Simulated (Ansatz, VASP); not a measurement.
**Co: VASP beside Ansatz**

The input INCAR:

```
SYSTEM = Co
PREC = Accurate ; ENCUT = 520
EDIFF = 1E-6 ; ISMEAR = -1
SIGMA = 0.08 ; LREAL = .FALSE.
LASPH = .TRUE. ; NELM = 60
ALGO = Normal ; ISIF = 2
LWAVE = .FALSE. ; LCHARG = .FALSE.
GGA = PE ; NBANDS = 16
```

The input KPOINTS:

```
Automatic mesh
0
G
  15 15 8
  0 0 0
```

The input POSCAR:

```
Co
1.0
    2.3276639683      0.0000000000      0.0000000000
   -1.1638319841      2.0158161280      0.0000000000
    0.0000000000      0.0000000000      3.7781604788
Co
2
Direct
    0.3333333333      0.6666666667      0.2500000000
    0.6666666667      0.3333333333      0.7500000000
```

Input for Ansatz:

```yaml
crystal:
  lattice:
    - [2.3276639683, 0.0, 0.0]
    - [-1.1638319841, 2.015816128, 0.0]
    - [0.0, 0.0, 3.7781604788]
  atoms:
    - { symbol: Co, position: [0.3333333333, 0.6666666667, 0.25] }
    - { symbol: Co, position: [0.6666666667, 0.3333333333, 0.75] }
kpoints:
  mp_grid: { grid: [15, 15, 8] }
scf:
  occupations: { method: fermi_dirac, width: 0.08 }
  lower_state_search: "off"
hamiltonian:
  xc: pbe
  pseudopotentials: { kind: paw }
output:
  forces: true
  stress: true
  eigenvalues: true
```

Change from the starting cell: volume scaled by 0.8, no spin polarisation, PAW files.

Alike in both runs: task single point; functional PBE; k mesh 15 × 15 × 8; occupations fermi-dirac, width 0.08 eV; no spin polarisation.

```csv
,VASP,Ansatz
version,VASP 6.6.1,Ansatz 0.2.0
potentials or method,"VASP PAW PBE potentials, release 64 (Co)","PAW with Ansatz's default frozen-core files, scalar-relativistic"
plane-wave cutoff (eV),520,420
valence electrons in the cell,18,34
```

VASP gave:

| Quantity | Value |
| --- | --- |
| pressure (GPa) | 54.2 |
| traceless stress, the component that is largest in VASP (GPa) | -1.69 |

Q: Which values does Ansatz return?

A: Pressure (GPa): 56.2; traceless stress, the component that is largest in VASP (GPa): -1.66.

Both programs put the cell under a high pressure, so it lies far from rest at this level. With one functional, cell and mesh, what is left measures potentials, basis and numerics. VASP's potentials hold 18 valence electrons a cell and Ansatz's 34, so a difference there can come from the potentials and not from the codes.
